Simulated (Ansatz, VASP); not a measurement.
**One calculation of TiO2, two programs**

```
Ti O
1.0
     4.51500    0.00000    0.00000
     0.00000    5.49700    0.00000
     0.00000    0.00000    4.93900
Ti O
4 8
Direct
  0.00000 0.17100 0.25000
  0.50000 0.32900 0.75000
  0.00000 0.82900 0.75000
  0.50000 0.67100 0.25000
  0.28600 0.37600 0.41200
  0.21400 0.12400 0.91200
  0.78600 0.12400 0.58800
  0.71400 0.37600 0.08800
  0.71400 0.62400 0.58800
  0.78600 0.87600 0.08800
  0.21400 0.87600 0.41200
  0.28600 0.62400 0.91200
```

Alike in both runs: task electric field gradients; functional PBE; k mesh 5 × 5 × 5; occupations fermi-dirac, width 0.02 eV; no spin polarisation.

|  | VASP | Ansatz |
| --- | --- | --- |
| version | VASP 6.6.1 | Ansatz 0.2.0 |
| potentials or method | VASP PAW PBE potentials, release 64 (Ti_sv, O) | plane-wave PAW, scalar-relativistic |
| plane-wave cutoff (eV) | 520 | 420 |
| valence electrons in the cell | 96 | 96 |

```csv
,VASP,Ansatz,Ansatz less VASP
gap on the k mesh at the Fermi level (eV),2.45,2.48,+0.027
pressure (GPa),7.5,6.7,-0.74
"traceless stress, the component that is largest in VASP (GPa)",2.41,2.43,+0.022
rms of the force components (eV/Å),0.329,0.332,+0.0039
size of Vzz on the site where it differs most (V/Å²),26.1,28.4,+2.34
```

Atom by atom the forces differ by 0.011 eV/Å (rms over components). The functional is the same, so the differences come from potentials, cutoffs and numerics.
